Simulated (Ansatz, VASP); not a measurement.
**Zn3PbO in VASP and in Ansatz**

```
Pb O Zn
1.0
     4.43009    0.00000    0.00000
     0.00000    4.43009    0.00000
     0.00000    0.00000    4.43009
Pb O Zn
1 1 3
Direct
  0.00000 0.00000 0.00000
  0.50000 0.50000 0.50000
  0.50000 0.50000 0.00000
  0.50000 0.00000 0.50000
  0.00000 0.50000 0.50000
```

Alike in both runs: task single point; functional PBE; k mesh 4 × 4 × 4; occupations gaussian, width 0.05 eV; no spin polarisation.

```csv
,VASP,Ansatz
version,VASP 6.6.1,Ansatz 0.2.0
potentials or method,"VASP PAW PBE potentials, release 64 (Pb_d, O, Zn), cutoff 600 eV","scalar-relativistic, plane waves, PAW"
valence electrons in the cell,56,56
```

Ansatz gave:

- gap on the k mesh at the Fermi level (eV): none
- pressure (GPa): -0.1

Task: What did VASP give for the same quantities?

Result: gap on the k mesh at the Fermi level (eV): none; pressure (GPa): 0.0.

A gap of «none» marks a metal or a gap that the smearing closes. With one functional, cell and mesh, what is left measures potentials, basis and numerics.

Neither program's run includes spin-orbit coupling.
